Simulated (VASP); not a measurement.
# Ag (Fd-3m) in VASP: further runs, part 2 of 2

VASP 6.6.1. Earlier steps stand in the parts before.

### Step 3. Relaxation of cell and atoms, PBE, target pressure 30 GPa, at which the enthalpy is minimised

Contents of INCAR:

```
PREC = Accurate ; ENCUT = 500
EDIFF = 1E-7 ; ISMEAR = -1
SIGMA = 0.05 ; LREAL = F
LASPH = T ; NELM = 120
ALGO = Normal ; ISIF = 3
LWAVE = F ; LCHARG = F
GGA = PE ; IBRION = 2
NSW = 80 ; EDIFFG = -0.03
PSTRESS = 300.0 ; GGA_COMPAT = F
NELMIN = 4
```

Contents of KPOINTS:

```
Automatic mesh
0
Gamma
  8 8 8
```

Contents of POSCAR:

```
Ag
1.0
    0.0000000000      2.8100000000      2.8100000000
    2.8100000000      0.0000000000      2.8100000000
    2.8100000000      2.8100000000      0.0000000000
Ag
2
Direct
    1.0000000000      1.0000000000      1.0000000000
    0.2500000000      0.2500000000      0.2500000000
```

Potentials or basis: VASP PAW PBE potentials, release 64 (Ag).

On the command line:

```sh
> cat potpaw_PBE.64/Ag/POTCAR > POTCAR
> mpirun -np 1 vasp_std > vasp.out
```

OUTCAR:

```text
PREC = Accurate
   ENCUT = 500
   EDIFF = 1E-7
   ISMEAR = -1
   LREAL = F
   LASPH = T
   NELM = 120
   ISIF = 3
   GGA = PE
   IBRION = 2
   NSW = 80
   EDIFFG = -0.03
   PSTRESS = 300.0
   NELMIN = 4

 ion  position               nearest neighbor table
   1  0.000  0.000  0.000-   2 2.43   2 2.43   2 2.43   2 2.43
   2  0.250  0.250  0.250-   1 2.43   1 2.43   1 2.43   1 2.43

  LATTYP: Found a face centered cubic cell.
 ALAT       =     5.6200000000

  Lattice vectors:

 A1 = (   0.0000000000,   2.8100000000,   2.8100000000)
 A2 = (   2.8100000000,   0.0000000000,   2.8100000000)
 A3 = (   2.8100000000,   2.8100000000,   0.0000000000)

Analysis of symmetry for initial positions (statically):
=====================================================================
 Subroutine PRICEL returns:
 Original cell was already a primitive cell.

 Routine SETGRP: Setting up the symmetry group for a
 face centered cubic supercell.

 Subroutine GETGRP returns: Found 48 space group operations
 (whereof 24 operations were pure point group operations)
 out of a pool of 48 trial point group operations.

The static configuration has the point symmetry T_d .
 The point group associated with its full space group is O_h .

Analysis of symmetry for dynamics (positions and initial velocities):
=====================================================================
 Subroutine PRICEL returns:
 Original cell was already a primitive cell.

 Routine SETGRP: Setting up the symmetry group for a
 face centered cubic supercell.

 Subroutine GETGRP returns: Found 48 space group operations
 (whereof 24 operations were pure point group operations)
 out of a pool of 48 trial point group operations.

The dynamic configuration has the point symmetry T_d .
 The point group associated with its full space group is O_h .

 Subroutine INISYM returns: Found 48 space group operations
 (whereof 24 operations are pure point group operations),
[... 127 lines left out ...]
 conjugate gradient relaxation of ions
 non-spin polarized calculation
  energy-cutoff  :      500.00
  volume of cell :       44.38
 maximum number of plane-waves:      1158
 NGX is ok and might be reduce to    30
   NGX = 15   NGY = 15   NGZ = 15

--------------------------------------- Ionic step        1  -------------------------------------------

 number of electron      21.9999992 magnetization

 Free energy of the ion-electron system (eV)
  ---------------------------------------------------
  ext. energy  EPLUGINS =         0.00000000
  ---------------------------------------------------
  free energy    TOTEN  =        -3.13673925 eV

  energy without entropy =       -3.13270963  energy(sigma->0) =       -3.13472444

------------------------ aborting loop because EDIFF is reached ----------------------------------------

  FORCE on cell =-STRESS in cart. coord.  units (eV):
  Direction    XX          YY          ZZ          XY          YZ          ZX
  --------------------------------------------------------------------------------------
  -------------------------------------------------------------------------------------
  Total        5.8269758      5.8269758      5.8269758      0.0000000      0.0000000     -0.0000000
  in kB      210.3801879    210.3801879    210.3801879      0.0000000      0.0000000     -0.0000000
  external PRESSURE =     -89.6198121 kB  Pullay stress =     300.0000000 kB
[... 101 lines left out ...]
--------------------------------------- Ionic step        4  -------------------------------------------

 number of electron      22.0000006 magnetization

 Free energy of the ion-electron system (eV)
  ---------------------------------------------------
  ext. energy  EPLUGINS =         0.00000000
  ---------------------------------------------------
  free energy    TOTEN  =        -2.72572882 eV

  energy without entropy =       -2.72194627  energy(sigma->0) =       -2.72383755

 E-fermi :   5.9802     XC(G=0): -10.7304

 val. band max:        5.7936317808   @ k =  -0.3750   0.3750   0.1250
 cond. band min:       6.0333782321   @ k =   0.5000   0.1250   0.0000
 fundamental gap:      0.2397464514
 Fermi energy:         5.9801881488

 k-point     1 :       0.0000    0.0000    0.0000
  band No.  band energies     occupation
      1      -0.4344      2.00000
      2       0.0742      2.00000
      3       0.0742      2.00000
      4       0.1983      2.00000
      5       0.1983      2.00000
      6       0.1983      2.00000
      7       2.2823      2.00000
      8       2.2823      2.00000
      9       2.2823      2.00000
     10       3.4321      2.00000
     11       3.4321      2.00000
     12      17.2596      0.00000
     13      17.2596      0.00000
     14      17.2596      0.00000
[... 401 lines left out ...]
      2      -0.2060      2.00000
      3       0.3375      2.00000
      4       0.6910      2.00000
      5       0.9821      2.00000
      6       0.9858      2.00000
      7       2.0494      2.00000
      8       2.1981      2.00000
      9       3.4961      2.00000
     10       3.5447      2.00000
     11       5.5283      1.99976
     12       5.6574      1.99687
     13      10.6294      0.00000
     14      11.5212      0.00000
     15      16.2220      0.00000

 [... further k-points ...]
[... 5 lines left out ...]
  --------------------------------------------------------------------------------------
  -------------------------------------------------------------------------------------
  Total        7.8065820      7.8065820      7.8065820      0.0000000     -0.0000000     -0.0000000
  in kB      299.4486344    299.4486344    299.4486344      0.0000000     -0.0000000     -0.0000000
  external PRESSURE =      -0.5513656 kB  Pullay stress =     300.0000000 kB
[... 21 lines left out ...]
  energy  without entropy=       -2.7219462732  energy(sigma->0) =       -2.72383755

  enthalpy is  TOTEN    =         5.0952272435 eV   P V=        7.8209560642

 reached required accuracy - stopping structural energy minimisation
```

OSZICAR:

```text
N       E                     dE             d eps       ncg     rms          rms(c)
DAV:   1     0.120148433185E+03    0.12015E+03   -0.11179E+04   894   0.133E+03
DAV:   2    -0.192648935768E+01   -0.12207E+03   -0.11747E+03   898   0.281E+02
DAV:   3    -0.345531586160E+01   -0.15288E+01   -0.15265E+01  1003   0.378E+01
DAV:   4    -0.346193902439E+01   -0.66232E-02   -0.66230E-02   961   0.235E+00
[... 36 lines left out ...]
DAV:   3    -0.272572866427E+01    0.26814E-04   -0.75594E-05   905   0.786E-02    0.565E-02
DAV:   4    -0.272572899726E+01   -0.33300E-06   -0.17931E-05   898   0.326E-02    0.341E-03
DAV:   5    -0.272572870298E+01    0.29428E-06   -0.12205E-06   892   0.108E-02    0.166E-03
DAV:   6    -0.272572881060E+01   -0.10763E-06   -0.12758E-07   652   0.371E-03    0.244E-04
DAV:   7    -0.272572882072E+01   -0.10114E-07   -0.39279E-09   435   0.655E-04
   4 F= 0.50952272E+01 E0= 0.50971185E+01  d E =-.772415E-01
```

CONTCAR:

```text
Ag
   1.00000000000000
    -0.0000000000000000    2.7538464818041728    2.7538464818041728
     2.7538464818041728    0.0000000000000000    2.7538464818041728
     2.7538464818041728    2.7538464818041728    0.0000000000000000
  Ag
     2
Direct
     1.0000000000000000    1.0000000000000000    1.0000000000000000
     0.2500000000000000    0.2500000000000000    0.2500000000000000

  0.00000000E+00  0.00000000E+00  0.00000000E+00
  0.00000000E+00  0.00000000E+00  0.00000000E+00
```

Wall time 38 s (1 thread of Intel Xeon Platinum 8488C (Sapphire Rapids), shared host); peak memory 0.18 GiB.

What came out:

| Property | Result |
| --- | --- |
| Free energy | -2.7257 eV |
| Relaxed volume | 20.88 Å³/atom |
| Relaxed cell | a = 3.895 Å, b = 3.895 Å, c = 3.895 Å, α = 60.00°, β = 60.00°, γ = 60.00° |
| Space group after relaxing (to 0.1 Å) | Fd-3m (No. 227) |
| Energy change on relaxing (the run minimises the enthalpy) | +205.5 meV/atom |
| Ionic steps | 4 |
| Pressure after relaxing | 29.9 GPa |
| Band gap on the k mesh | zero (bands 11 and 12 overlap by 1.40 eV) |

The path:
| step | energy change (eV) | largest force (eV/Å) | pressure (GPa) | volume (Å³) |
| --- | --- | --- | --- | --- |
| 1 | 0.0000 | 0.0000 | 21.04 | 44.38 |
| 2 | 1.6935 | 0.0000 | 56.73 | 36.87 |
| 3 | 0.3946 | 0.0000 | 29.59 | 41.86 |
| 4 | 0.4110 | 0.0000 | 29.94 | 41.77 |

Final structure:
```xyz
2
Lattice="0.0000 2.7538 2.7538 2.7538 0.0000 2.7538 2.7538 2.7538 0.0000" Properties=species:S:1:pos:R:3 pbc="T T T"
Ag    5.5077    5.5077    5.5077
Ag    1.3769    1.3769    1.3769
```

Caveat: the cell is relaxed towards a set pressure, so the run minimises the enthalpy, not the energy.

### Step 4. Relaxation of cell and atoms, PBE, target pressure 45 GPa, at which the enthalpy is minimised

Contents of INCAR:

```
PREC = Accurate
ENCUT = 500
EDIFF = 1E-7
ISMEAR = -1
SIGMA = 0.05
LREAL = F
LASPH = T
NELM = 120
ALGO = Normal
ISIF = 3
LWAVE = F
LCHARG = F
GGA = PE
IBRION = 2
NSW = 80
EDIFFG = -0.03
PSTRESS = 450.0
GGA_COMPAT = F
NELMIN = 4
```

Contents of KPOINTS:

```
regular mesh
0
Gamma
  8 8 8
```

POSCAR is that of step 3.

On the command line:

```sh
> cat potpaw_PBE.64/Ag/POTCAR > POTCAR
> mpirun -np 1 vasp_std > vasp.out
```

Wall time 50 s (1 thread of Intel Xeon Platinum 8488C (Sapphire Rapids), shared host); peak memory 0.17 GiB.

It converged, with:

| Item | Value |
| --- | --- |
| Free energy | -2.0077 eV |
| Relaxed volume | 19.33 Å³/atom |
| Relaxed cell | a = 3.795 Å, b = 3.795 Å, c = 3.795 Å, α = 60.00°, β = 60.00°, γ = 60.00° |
| Space group after relaxing (to 0.1 Å) | Fd-3m (No. 227) |
| Energy change on relaxing (the run minimises the enthalpy) | +564.5 meV/atom |
| Ionic steps | 5 |
| Pressure after relaxing | 45.0 GPa |
| Band gap on the k mesh | zero (bands 11 and 12 overlap by 1.41 eV) |

Step by step:
```tsv
step	energy change (eV)	largest force (eV/Å)	pressure (GPa)	volume (Å³)
1	0.0000	0.0000	21.04	44.38
2	9.8172	0.0000	230.33	26.29
3	0.9097	0.0000	40.44	39.48
4	1.0488	0.0000	43.35	38.95
5	1.1290	0.0000	45.02	38.66
```

Final structure:
```
Ag
1.0
     0.00000    2.68373    2.68373
     2.68373    0.00000    2.68373
     2.68373    2.68373    0.00000
Ag
2
Direct
  0.00000 0.00000 0.00000
  0.25000 0.25000 0.25000
```

Levels at points of the mesh, in eV from the Fermi level:
```csv
k point,band 7,band 8,band 9,band 10,band 11,band 12,band 13,band 14,band 15
"(0.00, 0.00, 0.00)",-3.92,-3.92,-3.92,-2.58,-2.58,11.86,11.86,11.86,12.24
"(0.50, 0.00, 0.00)",-3.58,-3.58,-2.76,-2.76,-1.80,-0.41,8.28,8.28,10.11
"(0.50, 0.50, 0.00)",-4.39,-4.39,-2.55,-2.55,0.43,0.43,3.88,3.88,9.16
```

Caveat: the cell is relaxed towards a set pressure, so the run minimises the enthalpy, not the energy.

### Step 5. Summary

| cell | gap on the mesh (eV) | pressure (GPa) |
| --- | --- | --- |
| relaxed to 15 GPa | none | 14.9 |
| relaxed to 30 GPa | none | 29.9 |
| relaxed to 45 GPa | none | 45.0 |

Alike in all rows: task relaxation of cell and atoms; level PBE; potentials or basis VASP PAW PBE potentials, release 64 (Ag); no spin polarisation; k mesh 8 × 8 × 8; cutoff (eV) 500; smearing fermi-dirac 0.05 eV.

Caveats: the cell is relaxed towards a set pressure, so the run minimises the enthalpy, not the energy.

Absolute energies hang on the potentials; compare differences alone.
